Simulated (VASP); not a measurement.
# Mo (Im-3m) in VASP: a series of runs, part 2 of 2

VASP 6.6.1.

**4. Single point, PBE**

This run uses another cell than the first one: it holds 3 atoms, not 1.

INCAR reads:

```
SYSTEM = Mo
PREC = Accurate
ENCUT = 520
EDIFF = 1E-7
ISMEAR = -1
SIGMA = 0.1
LREAL = .False.
LASPH = .True.
NELM = 100
ALGO = Normal
ISIF = 2
LWAVE = .False.
LCHARG = .True.
GGA = PE
LELF = .True.
LVHAR = .True.
NBANDS = 28
```

KPOINTS reads:

```
Automatic mesh
0
Gamma
  10 10 13
  0 0 0
```

POSCAR reads:

```
Mo
1.0
    0.0000000000      3.1608399299     -3.1608399299
   -3.1608399299      0.0000000000      3.1608399299
    1.5804199649      1.5804199649      1.5804199649
Mo
3
Direct
    0.0000000000      0.0000000000      0.0000000000
    0.3333333330      0.6666666670      0.3333333330
    0.6666666670      0.3333333330      0.6666666670
```

Potentials or basis: VASP PAW PBE potentials, release 64 (Mo_sv).

The run is started by

```sh
> cat potpaw_PBE.64/Mo_sv/POTCAR > POTCAR
> mpirun -np 1 vasp_std > vasp.out
```

OUTCAR:

```text
SYSTEM = Mo
   PREC = Accurate
   ENCUT = 520
   EDIFF = 1E-7
   ISMEAR = -1
   LREAL = .False.
   LASPH = .True.
   NELM = 100
   ISIF = 2
   GGA = PE

 ion  position               nearest neighbor table
   1  0.000  0.000  0.000-   2 2.74   3 2.74   3 2.74   2 2.74   3 2.74   2 2.74   3 3.16   2 3.16
                             3 3.16   3 3.16   2 3.16   2 3.16
   2  0.333  0.667  0.333-   1 2.74   3 2.74   3 2.74   1 2.74   1 2.74   3 2.74   3 3.16   3 3.16
                             1 3.16   1 3.16   1 3.16   3 3.16
   3  0.667  0.333  0.667-   1 2.74   2 2.74   2 2.74   1 2.74   1 2.74   2 2.74   2 3.16   2 3.16
                             1 3.16   1 3.16   1 3.16   2 3.16

  LATTYP: Found a hexagonal cell.
 ALAT       =     4.4701026974
 C/A-ratio  =     0.6123724357

  Lattice vectors:

 A1 = (   0.0000000000,   3.1608399299,  -3.1608399299)
 A2 = (  -3.1608399299,   0.0000000000,   3.1608399299)
 A3 = (   1.5804199649,   1.5804199649,   1.5804199649)

Analysis of symmetry for initial positions (statically):
=====================================================================
 Subroutine PRICEL returns following result:

  LATTYP: Found a body centered cubic cell.
 ALAT       =     3.1608399278

  Lattice vectors:

 A1 = (  -1.5804199681,   1.5804199618,  -1.5804199618)
 A2 = (  -1.5804199634,  -1.5804199634,   1.5804199634)
 A3 = (   1.5804199649,   1.5804199649,   1.5804199649)

   3 primitive cells build up your supercell.

 Routine SETGRP: Setting up the symmetry group for a
 hexagonal supercell.

 Subroutine GETGRP returns: Found 12 space group operations
 (whereof 12 operations were pure point group operations)
 out of a pool of 24 trial point group operations.

The static configuration has the point symmetry D_3d.

Analysis of symmetry for dynamics (positions and initial velocities):
=====================================================================
 Subroutine PRICEL returns following result:

  LATTYP: Found a body centered cubic cell.
 ALAT       =     3.1608399278

  Lattice vectors:

 A1 = (  -1.5804199681,   1.5804199618,  -1.5804199618)
 A2 = (  -1.5804199634,  -1.5804199634,   1.5804199634)
 A3 = (   1.5804199649,   1.5804199649,   1.5804199649)

   3 primitive cells build up your supercell.

 Routine SETGRP: Setting up the symmetry group for a
 hexagonal supercell.

 Subroutine GETGRP returns: Found 12 space group operations
 (whereof 12 operations were pure point group operations)
 out of a pool of 24 trial point group operations.

The dynamic configuration has the point symmetry D_3d.

 Subroutine INISYM returns: Found 12 space group operations
 (whereof 12 operations are pure point group operations),
 and found     3 'primitive' translations

----------------------------------------------------------------------------------------

                                     Primitive cell

  volume of cell :      15.7898

  direct lattice vectors                    reciprocal lattice vectors
    -1.580419968  1.580419962 -1.580419962    -0.316371604  0.316371604  0.000000000
    -1.580419963 -1.580419963  1.580419963    -0.316371604 -0.000000001  0.316371605
     1.580419965  1.580419965  1.580419965     0.000000000  0.316371604  0.316371604
[... 23 lines left out ...]
    -0.021091440  0.010545720  0.010545720     0.000000000  0.100000000  0.000000000
     0.016224185  0.016224185  0.016224185     0.000000000  0.000000000  0.076923077

  Length of vectors
     0.025831633  0.025831633  0.028101112

  Shift w.r.t. Gamma in fractional coordinates (k-lattice)
     0.000000000  0.000000000  0.000000000

 Subroutine IBZKPT returns following result:
 ===========================================

 Found    146 irreducible k-points:

 Following reciprocal coordinates:
            Coordinates               Weight
  0.000000  0.000000  0.000000      1.000000
  0.100000  0.000000  0.000000      6.000000
  0.200000  0.000000  0.000000      6.000000
  0.300000  0.000000  0.000000      6.000000
  0.400000  0.000000  0.000000      6.000000
  0.500000  0.000000  0.000000      3.000000
[... 16 lines left out ...]
  0.000000  0.400000  0.076923      6.000000
  0.500000  0.000000  0.076923      6.000000
 [... further k-points ...]
   k-points           NKPTS =    146   k-points in BZ     NKDIM =    146   number of bands    NBANDS=     28
   number of dos      NEDOS =    301   number of ions     NIONS =      3
   total plane-waves  NPLWV =  25920
   dimension x,y,z NGX =    36 NGY =   36 NGZ =   20
   dimension x,y,z NGXF=    72 NGYF=   72 NGZF=   40
   ions per type =               3
   NGX,Y,Z   is equivalent  to a cutoff of  13.39, 13.39, 12.15 a.u.
   NGXF,Y,Z  is equivalent  to a cutoff of  26.78, 26.78, 24.29 a.u.
 SYSTEM =  Mo
   PREC   = accura    normal or accurate (medium, high low for compatibility)
   ISTART =      0    job   : 0-new  1-cont  2-samecut
   ICHARG =      2    charge: 1-file 2-atom 10-const
   ISPIN  =      1    spin polarized calculation?
   LNONCOLLINEAR =      F non collinear calculations
   LSORBIT =      F    spin-orbit coupling
   LASPH  =      T    aspherical Exc in radial PAW
   ENCUT  =  520.0 eV  38.22 Ry    6.18 a.u.   8.31  8.31  5.09*2*pi/ulx,y,z
   NELM   =    100;   NELMIN=  2; NELMDL= -5     # of ELM steps
   EDIFF  = 0.1E-06   stopping-criterion for ELM
   LREAL  =      F    real-space projection
   EDIFFG = 0.1E-05   stopping-criterion for IOM
   NSW    =      0    number of steps for IOM
   IBRION =     -1    ionic relax: 0-MD 1-quasi-New 2-CG
   NFREE  =      0    steps in history (QN), initial steepest desc. (CG)
   ISIF   =      2    stress and relaxation
   ISYM   =      2    0-nonsym 1-usesym 2-fastsym
   POTIM  = 0.5000    time-step for ionic-motion
   TEBEG  =    0.0;   TEEND  =   0.0 temperature during run
   PSTRESS=    0.0 pullay stress
   NELECT =      42.0000    total number of electrons
   NUPDOWN=      -1.0000    fix difference up-down
   EMIN   =  10.00;   EMAX   =-10.00  energy-range for DOS
   EFERMI =   0.00;   METHOD = LEGACY
   ISMEAR =    -1;   SIGMA  =   0.10  broadening in eV -4-tet -1-fermi 0-gaus
   EFERMI_NEDOS =   21; number of points for ismear=-14 and -15
   IALGO  =     38    algorithm
   IMIX   =      4    mixing-type and parameters
     AMIX     =   0.40;   BMIX     =  1.00
     AMIX_MAG =   1.60;   BMIX_MAG =  1.00
  volume/ion in A,a.u.               =      15.79       106.56
  Fermi-wavevector in a.u.,A,eV,Ry     =   1.572745  2.972057 33.654380  2.473527
  Thomas-Fermi vector in A             =   2.674133
   LORBIT       =      0    0 simple, 1 ext, 2 COOP (PROOUT), +10 PAW based schemes
   GGA     = PE    functional components
   LHFCALC =     F    Hartree Fock is set to
   AEXX    =    0.0000 exact exchange contribution
   IVDW    =     0    specifies the selected vdW correction
   LEPSILON=     F    determine dielectric tensor
   LRPA    =     F    only Hartree local field effects (RPA)
 non-spin polarized calculation
  energy-cutoff  :      520.00
  volume of cell :       47.37
 maximum number of plane-waves:      1291
 NGX is ok and might be reduce to    36

 number of electron      42.0000004 magnetization

 Free energy of the ion-electron system (eV)
  ---------------------------------------------------
  ext. energy  EPLUGINS =         0.00000000
  ---------------------------------------------------
  free energy    TOTEN  =       -32.84118933 eV

  energy without entropy =      -32.77597964  energy(sigma->0) =      -32.80858448

 E-fermi :  12.4623     XC(G=0): -13.3336

 val. band max:       12.4617354836   @ k =   0.0000   0.3000   0.4615
 cond. band min:      12.4649883771   @ k =  -0.1000   0.4000   0.4615
 fundamental gap:      0.0032528935
 Fermi energy:        12.4623269380

 k-point     1 :       0.0000    0.0000    0.0000
  band No.  band energies     occupation
      1     -48.8460      2.00000
      2     -48.5597      2.00000
      3     -48.5597      2.00000
      4     -23.0768      2.00000
      5     -23.0768      2.00000
      6     -23.0768      2.00000
[... 733 lines left out ...]
     27      15.0991      0.00000
     28      15.2272      0.00000

 [... further k-points ...]
[... 5 lines left out ...]
  --------------------------------------------------------------------------------------
  -------------------------------------------------------------------------------------
  Total        0.1517410      0.1517410      0.1517410     -0.0256780     -0.0256780     -0.0256780
  in kB        5.1323328      5.1323328      5.1323328     -0.8685067     -0.8685067     -0.8685067
  external PRESSURE =       5.1323328 kB  Pullay stress =       0.0000000 kB

 VOLUME and BASIS-vectors are now :
 -----------------------------------------------------------------------------
  energy-cutoff  :      520.00
  volume of cell :       47.37
      direct lattice vectors                 reciprocal lattice vectors
     0.000000000  3.160839930 -3.160839930    -0.105457201  0.210914403 -0.105457201
    -3.160839930  0.000000000  3.160839930    -0.210914403  0.105457201  0.105457201
     1.580419965  1.580419965  1.580419965     0.210914403  0.210914403  0.210914403

 POSITION                                       TOTAL-FORCE (eV/Angst)
 -----------------------------------------------------------------------------------
      0.00000      0.00000      0.00000         0.000000     -0.000000     -0.000000
     -1.58042      1.58042      1.58042        -0.000000     -0.000000     -0.000000
      0.00000      3.16084     -0.00000         0.000000      0.000000      0.000000
 -----------------------------------------------------------------------------------
    total drift:                               -0.000000     -0.000000      0.000000

  FREE ENERGIE OF THE ION-ELECTRON SYSTEM (eV)
  ---------------------------------------------------
  free  energy   TOTEN  =       -32.8411893310 eV

  energy  without entropy=      -32.7759796352  energy(sigma->0) =      -32.80858448
```

OSZICAR:

```text
N       E                     dE             d eps       ncg     rms          rms(c)
DAV:   1     0.466642366744E+03    0.46664E+03   -0.25649E+04  8184   0.157E+03
DAV:   2    -0.210712460872E+02   -0.48771E+03   -0.47668E+03  9008   0.492E+02
DAV:   3    -0.346643236416E+02   -0.13593E+02   -0.13158E+02 10220   0.784E+01
DAV:   4    -0.348403895220E+02   -0.17607E+00   -0.17527E+00  8956   0.754E+00
DAV:   5    -0.348419926912E+02   -0.16032E-02   -0.16023E-02  9020   0.785E-01    0.249E+01
DAV:   6    -0.330869374371E+02    0.17551E+01   -0.38608E+00  8748   0.146E+01    0.664E+00
DAV:   7    -0.328528009978E+02    0.23414E+00   -0.83451E-01  9624   0.598E+00    0.162E+00
DAV:   8    -0.328410209816E+02    0.11780E-01   -0.15711E-02  9192   0.104E+00    0.345E-01
DAV:   9    -0.328411570546E+02   -0.13607E-03   -0.88595E-04  9540   0.238E-01    0.111E-01
DAV:  10    -0.328411901982E+02   -0.33144E-04   -0.37768E-05  8580   0.492E-02    0.299E-02
DAV:  11    -0.328411898079E+02    0.39028E-06   -0.66663E-06  9036   0.159E-02    0.234E-03
DAV:  12    -0.328411893106E+02    0.49736E-06   -0.61323E-08  5300   0.185E-03    0.794E-04
DAV:  13    -0.328411893310E+02   -0.20407E-07   -0.14475E-08  4344   0.954E-04
   1 F= -.32841189E+02 E0= -.32808584E+02  d E =-.652097E-01
```

Run time: 86 s. Hardware: 1 thread of AMD EPYC 9R45 (Zen 5), shared host; peak memory 0.23 GiB.

What came out:

- Free energy: -32.8412 eV
- Pressure: 0.5 GPa
- Band gap on the k mesh: zero (bands 21 and 22 overlap by 3.26 eV)

Levels at points of the mesh, in eV from the Fermi level:
```csv
k point,band 18,band 19,band 20,band 21,band 22,band 23,band 24,band 25
"(0.00, 0.00, 0.00)",-2.33,-2.33,-1.38,-1.37,-1.37,1.61,1.61,2.08
"(0.50, 0.00, 0.00)",-2.47,-2.26,-2.26,0.76,0.76,1.56,1.64,2.03
```
